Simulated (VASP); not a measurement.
# Bi2Te3 (Pm-3m) in VASP: single point with PBE

Aim: the single point of Bi2Te3 with PBE.

Everything below comes from runs of VASP 6.6.1. Logs are shortened: lines on timing, memory, paths and dates and some standing lists are left out, and cuts for length are marked.

## 1. The cell of the first run

It takes space group Pm-3m (No. 221, cubic). The conventional cell has a = 5.857 Å, b = 5.857 Å, c = 5.857 Å, α = 90.00°, β = 90.00°, γ = 90.00°. Within 5.4 Å of Bi (site symmetry m-3m) lie 12 Te at 4.14 Å and 8 Bi at 5.07 Å. Within 3.9 Å of Bi (site symmetry m-3m) lie 6 Te at 2.93 Å. Te (site symmetry 4/mmm) has 2 Bi at 2.93 Å within 3.9 Å.

## 2. Single point, PBE

Input file POSCAR:

```
Bi2Te3
1.0
    5.8572236732      0.0000000000      0.0000000000
    0.0000000000      5.8572236732      0.0000000000
    0.0000000000      0.0000000000      5.8572236732
Bi Te
2 3
Direct
    0.0000000000      0.0000000000      0.0000000000
    0.5000000000      0.5000000000      0.5000000000
    0.0000000000      0.5000000000      0.5000000000
    0.5000000000      0.0000000000      0.5000000000
    0.5000000000      0.5000000000      0.0000000000
```

Input file INCAR.step1:

```
SYSTEM = Bi2Te3
ALGO     = Normal         ! electronic algorithm
EDIFF    = 1E-6           ! SCF threshold, eV
ENCUT    = 520            ! plane-wave cutoff, eV
GGA      = PE             ! functional
ISIF     = 2              ! what is computed and relaxed
ISMEAR   = 0              ! smearing method
LASPH    = .True.         ! aspherical terms in the spheres
LCHARG   = .True.         ! write CHGCAR
LREAL    = .False.        ! projectors in reciprocal space
LWAVE    = .False.        ! write WAVECAR
NBANDS   = 32             ! bands
NELM     = 60             ! most SCF steps
PREC     = Accurate       ! precision mode
SIGMA    = 0.1            ! smearing width, eV
```

Input file KPOINTS.step1:

```
k-points
0
Gamma
  6 6 6
  0 0 0
```

Input file INCAR.step2:

```
SYSTEM = Bi2Te3
ALGO     = Normal         ! electronic algorithm
EDIFF    = 1E-6           ! SCF threshold, eV
ENCUT    = 520            ! plane-wave cutoff, eV
GGA      = PE             ! functional
ICHARG   = 11             ! starting density
ISIF     = 2              ! what is computed and relaxed
ISMEAR   = -5             ! smearing method
LASPH    = .True.         ! aspherical terms in the spheres
LCHARG   = .False.        ! write CHGCAR
LORBIT   = 11             ! projections on sites
LREAL    = .False.        ! projectors in reciprocal space
LWAVE    = .False.        ! write WAVECAR
NEDOS    = 2001           ! points of the DOS
NELM     = 60             ! most SCF steps
PREC     = Accurate       ! precision mode
SIGMA    = 0.1            ! smearing width, eV
```

Input file KPOINTS.step2:

```
k-points
0
Gamma
  9 9 9
  0 0 0
```

Potentials or basis: VASP PAW PBE potentials, release 64 (Bi_d, Te).

Run with:

```console
cat potpaw_PBE.64/Bi_d/POTCAR potpaw_PBE.64/Te/POTCAR > POTCAR
cp INCAR.step1 INCAR
cp KPOINTS.step1 KPOINTS
mpirun -np 1 vasp_std > vasp.out
cp INCAR.step2 INCAR
cp KPOINTS.step2 KPOINTS
mpirun -np 1 vasp_std > vasp.out
```

OUTCAR:

```text
SYSTEM = Bi2Te3
   EDIFF = 1E-6
   ENCUT = 520
   GGA = PE
   ICHARG = 11
   ISIF = 2
   ISMEAR = -5
   LASPH = .True.
   LORBIT = 11
   LREAL = .False.
   NELM = 60
   PREC = Accurate

 ion  position               nearest neighbor table
   1  0.000  0.000  0.000-
   2  0.500  0.500  0.500-   3 2.93   4 2.93   5 2.93   5 2.93   4 2.93   3 2.93
   3  0.000  0.500  0.500-   2 2.93   2 2.93
   4  0.500  0.000  0.500-   2 2.93   2 2.93
   5  0.500  0.500  0.000-   2 2.93   2 2.93

  LATTYP: Found a simple cubic cell.
 ALAT       =     5.8572236732

  Lattice vectors:

 A1 = (   5.8572236732,   0.0000000000,   0.0000000000)
 A2 = (   0.0000000000,   5.8572236732,   0.0000000000)
 A3 = (   0.0000000000,   0.0000000000,   5.8572236732)

Analysis of symmetry for initial positions (statically):
=====================================================================
 Subroutine PRICEL returns:
 Original cell was already a primitive cell.

 Routine SETGRP: Setting up the symmetry group for a
 simple cubic supercell.

 Subroutine GETGRP returns: Found 48 space group operations
 (whereof 48 operations were pure point group operations)
 out of a pool of 48 trial point group operations.

The static configuration has the point symmetry O_h .

Analysis of symmetry for dynamics (positions and initial velocities):
=====================================================================
 Subroutine PRICEL returns:
 Original cell was already a primitive cell.

 Routine SETGRP: Setting up the symmetry group for a
 simple cubic supercell.

 Subroutine GETGRP returns: Found 48 space group operations
 (whereof 48 operations were pure point group operations)
 out of a pool of 48 trial point group operations.

The dynamic configuration has the point symmetry O_h .

 Subroutine INISYM returns: Found 48 space group operations
 (whereof 48 operations are pure point group operations),
 and found     1 'primitive' translations

----------------------------------------------------------------------------------------

                                     Primitive cell

  volume of cell :     200.9442

  direct lattice vectors                    reciprocal lattice vectors
     5.857223673  0.000000000  0.000000000     0.170729352  0.000000000  0.000000000
     0.000000000  5.857223673  0.000000000     0.000000000  0.170729352  0.000000000
     0.000000000  0.000000000  5.857223673     0.000000000  0.000000000  0.170729352

  length of vectors
     5.857223673  5.857223673  5.857223673     0.170729352  0.170729352  0.170729352

  position of ions in fractional coordinates (direct lattice)
     0.000000000  0.000000000  0.000000000
     0.500000000  0.500000000  0.500000000
     0.000000000  0.500000000  0.500000000
     0.500000000  0.000000000  0.500000000
     0.500000000  0.500000000  0.000000000

  ion indices of the primitive-cell ions
   primitive index   ion index
                 1           1
                 2           2
                 3           3
                 4           4
                 5           5

----------------------------------------------------------------------------------------

 KPOINTS: k-points

Automatic generation of k-mesh.
 Grid dimensions read from file:
 generate k-points for:    9    9    9

 Generating k-lattice:

  Cartesian coordinates                     Fractional coordinates (reciprocal lattice)
     0.018969928  0.000000000  0.000000000     0.111111111  0.000000000  0.000000000
     0.000000000  0.018969928  0.000000000     0.000000000  0.111111111  0.000000000
     0.000000000  0.000000000  0.018969928     0.000000000  0.000000000  0.111111111

  Length of vectors
     0.018969928  0.018969928  0.018969928

  Shift w.r.t. Gamma in fractional coordinates (k-lattice)
     0.000000000  0.000000000  0.000000000

 TETIRR: Found    353 inequivalent tetrahedra from     4374

 Subroutine IBZKPT returns following result:
 ===========================================

 Found     35 irreducible k-points:

 Following reciprocal coordinates:
            Coordinates               Weight
  0.000000  0.000000  0.000000      1.000000
  0.111111  0.000000  0.000000      6.000000
  0.222222  0.000000  0.000000      6.000000
  0.333333  0.000000  0.000000      6.000000
  0.444444  0.000000  0.000000      6.000000
  0.111111  0.111111  0.000000     12.000000
[... 16 lines left out ...]
  0.333333  0.333333  0.111111     24.000000
  0.444444  0.333333  0.111111     48.000000
 [... further k-points ...]
   k-points           NKPTS =     35   k-points in BZ     NKDIM =     35   number of bands    NBANDS=     28
   number of dos      NEDOS =   2001   number of ions     NIONS =      5
   total plane-waves  NPLWV = 110592
   dimension x,y,z NGX =    48 NGY =   48 NGZ =   48
   dimension x,y,z NGXF=    96 NGYF=   96 NGZF=   96
   ions per type =               2   3
   NGX,Y,Z   is equivalent  to a cutoff of  13.62, 13.62, 13.62 a.u.
   NGXF,Y,Z  is equivalent  to a cutoff of  27.25, 27.25, 27.25 a.u.
 SYSTEM =  Bi2Te3
   PREC   = accura    normal or accurate (medium, high low for compatibility)
   ISTART =      0    job   : 0-new  1-cont  2-samecut
   ICHARG =     11    charge: 1-file 2-atom 10-const
   ISPIN  =      1    spin polarized calculation?
   LNONCOLLINEAR =      F non collinear calculations
   LSORBIT =      F    spin-orbit coupling
   LASPH  =      T    aspherical Exc in radial PAW
   ENCUT  =  520.0 eV  38.22 Ry    6.18 a.u.  10.89 10.89 10.89*2*pi/ulx,y,z
   NELM   =     60;   NELMIN=  2; NELMDL=  0     # of ELM steps
   EDIFF  = 0.1E-05   stopping-criterion for ELM
   LREAL  =      F    real-space projection
   EDIFFG = 0.1E-04   stopping-criterion for IOM
   NSW    =      0    number of steps for IOM
   IBRION =     -1    ionic relax: 0-MD 1-quasi-New 2-CG
   NFREE  =      0    steps in history (QN), initial steepest desc. (CG)
   ISIF   =      2    stress and relaxation
   ISYM   =      2    0-nonsym 1-usesym 2-fastsym
   POTIM  = 0.5000    time-step for ionic-motion
   TEBEG  =    0.0;   TEEND  =   0.0 temperature during run
   PSTRESS=    0.0 pullay stress
   NELECT =      48.0000    total number of electrons
   NUPDOWN=      -1.0000    fix difference up-down
   EMIN   =  10.00;   EMAX   =-10.00  energy-range for DOS
   EFERMI =   0.00;   METHOD = LEGACY
   ISMEAR =    -5;   SIGMA  =   0.10  broadening in eV -4-tet -1-fermi 0-gaus
   EFERMI_NEDOS =   21; number of points for ismear=-14 and -15
   IALGO  =     38    algorithm
   IMIX   =      4    mixing-type and parameters
     AMIX     =   0.40;   BMIX     =  1.00
     AMIX_MAG =   1.60;   BMIX_MAG =  1.00
  volume/ion in A,a.u.               =      40.19       271.21
  Fermi-wavevector in a.u.,A,eV,Ry     =   1.015773  1.919533 14.038427  1.031795
  Thomas-Fermi vector in A             =   2.149078
   LORBIT       =     11    0 simple, 1 ext, 2 COOP (PROOUT), +10 PAW based schemes
   GGA     = PE    functional components
   LHFCALC =     F    Hartree Fock is set to
   AEXX    =    0.0000 exact exchange contribution
   IVDW    =     0    specifies the selected vdW correction
   LEPSILON=     F    determine dielectric tensor
   LRPA    =     F    only Hartree local field effects (RPA)
 non-spin polarized calculation
 Fermi weights with tetrahedron method with Bloechl corrections
  energy-cutoff  :      520.00
  volume of cell :      200.94
 maximum number of plane-waves:      5457
 NGX is ok and might be reduce to    48

 number of electron      47.9999989 magnetization

 Free energy of the ion-electron system (eV)
  ---------------------------------------------------
  ext. energy  EPLUGINS =         0.00000000
  ---------------------------------------------------
  free energy    TOTEN  =       -14.38467769 eV

  energy without entropy =      -14.38467769  energy(sigma->0) =      -14.38467769

 E-fermi :   4.1812     XC(G=0):  -8.5955

 val. band max:        4.1911676392   @ k =   0.4444   0.4444   0.3333
 cond. band min:       4.1295203257   @ k =   0.4444   0.3333   0.0000
 fundamental gap:     -0.0616473135
 Fermi energy:         4.1812399366

 k-point     1 :       0.0000    0.0000    0.0000
  band No.  band energies     occupation
      1     -19.3156      2.00000
      2     -19.3156      2.00000
      3     -19.3133      2.00000
      4     -19.3133      2.00000
      5     -19.3133      2.00000
      6     -18.9997      2.00000
[... 20 lines left out ...]
     27       5.3124      0.00000
     28       8.4131      0.00000

 k-point     2 :       0.1111    0.0000    0.0000
  band No.  band energies     occupation
      1     -19.3155      2.00000
      2     -19.3155      2.00000
      3     -19.3133      2.00000
      4     -19.3133      2.00000
      5     -19.3133      2.00000
      6     -18.9997      2.00000
[... 20 lines left out ...]
     27       5.2448      0.00000
     28       8.4522      0.00000

 k-point     3 :       0.2222    0.0000    0.0000
  band No.  band energies     occupation
      1     -19.3155      2.00000
      2     -19.3155      2.00000
      3     -19.3133      2.00000
      4     -19.3133      2.00000
      5     -19.3133      2.00000
      6     -18.9997      2.00000
[... 20 lines left out ...]
     27       5.0720      0.00000
     28       8.5438      0.00000

 k-point     4 :       0.3333    0.0000    0.0000
  band No.  band energies     occupation
      1     -19.3155      2.00000
      2     -19.3154      2.00000
      3     -19.3133      2.00000
      4     -19.3133      2.00000
      5     -19.3133      2.00000
      6     -18.9997      2.00000
[... 20 lines left out ...]
     27       4.8657      0.00000
     28       7.0292      0.00000

 k-point     5 :       0.4444    0.0000    0.0000
  band No.  band energies     occupation
      1     -19.3155      2.00000
      2     -19.3154      2.00000
      3     -19.3133      2.00000
      4     -19.3133      2.00000
      5     -19.3133      2.00000
      6     -18.9997      2.00000
[... 20 lines left out ...]
     27       4.7191      0.00000
     28       5.7766      0.00000

 k-point     6 :       0.1111    0.1111    0.0000
  band No.  band energies     occupation
      1     -19.3155      2.00000
      2     -19.3155      2.00000
      3     -19.3133      2.00000
      4     -19.3133      2.00000
      5     -19.3133      2.00000
      6     -18.9997      2.00000
[... 463 lines left out ...]
      5     -19.3133      2.00000
      6     -18.9994      2.00000
[... 20 lines left out ...]
     27       5.0488      0.00000
     28       6.9987      0.00000

 k-point    22 :       0.4444    0.2222    0.1111
  band No.  band energies     occupation
      1     -19.3155      2.00000
      2     -19.3154      2.00000
      3     -19.3134      2.00000
      4     -19.3134      2.00000
      5     -19.3133      2.00000
      6     -18.9994      2.00000
[... 20 lines left out ...]
     27       4.7569      0.00000
     28       5.9069      0.00000

 k-point    23 :       0.3333    0.3333    0.1111
  band No.  band energies     occupation
      1     -19.3155      2.00000
      2     -19.3154      2.00000
      3     -19.3134      2.00000
      4     -19.3133      2.00000
      5     -19.3133      2.00000
      6     -18.9992      2.00000
[... 20 lines left out ...]
     27       5.0438      0.00000
     28       6.9073      0.00000

 k-point    24 :       0.4444    0.3333    0.1111
  band No.  band energies     occupation
      1     -19.3154      2.00000
      2     -19.3153      2.00000
      3     -19.3134      2.00000
      4     -19.3133      2.00000
      5     -19.3133      2.00000
      6     -18.9992      2.00000
[... 20 lines left out ...]
     27       4.9349      0.00000
     28       5.8927      0.00000

 [... further k-points ...]
[... 5 lines left out ...]
  --------------------------------------------------------------------------------------
  -------------------------------------------------------------------------------------
  Total       -0.3251002     -0.3251002     -0.3251002      0.0000000     -0.0000000      0.0000000
  in kB       -2.5921039     -2.5921039     -2.5921039      0.0000000     -0.0000000      0.0000000
  external PRESSURE =      -2.5921039 kB  Pullay stress =       0.0000000 kB

 VOLUME and BASIS-vectors are now :
 -----------------------------------------------------------------------------
  energy-cutoff  :      520.00
  volume of cell :      200.94
      direct lattice vectors                 reciprocal lattice vectors
     5.857223673  0.000000000  0.000000000     0.170729352  0.000000000  0.000000000
     0.000000000  5.857223673  0.000000000     0.000000000  0.170729352  0.000000000
     0.000000000  0.000000000  5.857223673     0.000000000  0.000000000  0.170729352

 POSITION                                       TOTAL-FORCE (eV/Angst)
 -----------------------------------------------------------------------------------
      0.00000      0.00000      0.00000         0.000000      0.000000      0.000000
      2.92861      2.92861      2.92861         0.000000      0.000000      0.000000
      0.00000      2.92861      2.92861         0.000000      0.000000      0.000000
      2.92861      0.00000      2.92861         0.000000      0.000000      0.000000
      2.92861      2.92861      0.00000         0.000000      0.000000      0.000000
 -----------------------------------------------------------------------------------
    total drift:                                0.000000     -0.000000     -0.000000

  FREE ENERGIE OF THE ION-ELECTRON SYSTEM (eV)
  ---------------------------------------------------
  free  energy   TOTEN  =       -14.3846776905 eV

  energy  without entropy=      -14.3846776905  energy(sigma->0) =      -14.38467769

 total charge

# of ion       s       p       d       tot
------------------------------------------
    1        1.580   0.981   9.896  12.458
    2        1.563   1.271   9.981  12.815
    3        1.403   1.902   0.022   3.328
    4        1.403   1.902   0.022   3.328
    5        1.403   1.902   0.022   3.328
--------------------------------------------------
tot          7.354   7.959  19.943  35.256
```

Run time: 2 min. Hardware: 1 thread of Intel Xeon 6975P-C (Granite Rapids), shared host; peak memory 0.4 GiB.

Results:

```
Valence electrons inside the program's atomic spheres : Bi 12.46, 12.81; Te 3.33
```

Levels at points of the mesh, in eV from the Fermi level:
```
           k point  band 20  band 21  band 22  band 23  band 24  band 25  band 26  band 27  band 28
(0.00, 0.00, 0.00)    -1.47    -1.47    -0.78    -0.78    -0.78     1.13     1.13     1.13     4.23
```

Caveat: spin-orbit coupling is left out, which moves the levels of the heavy elements.
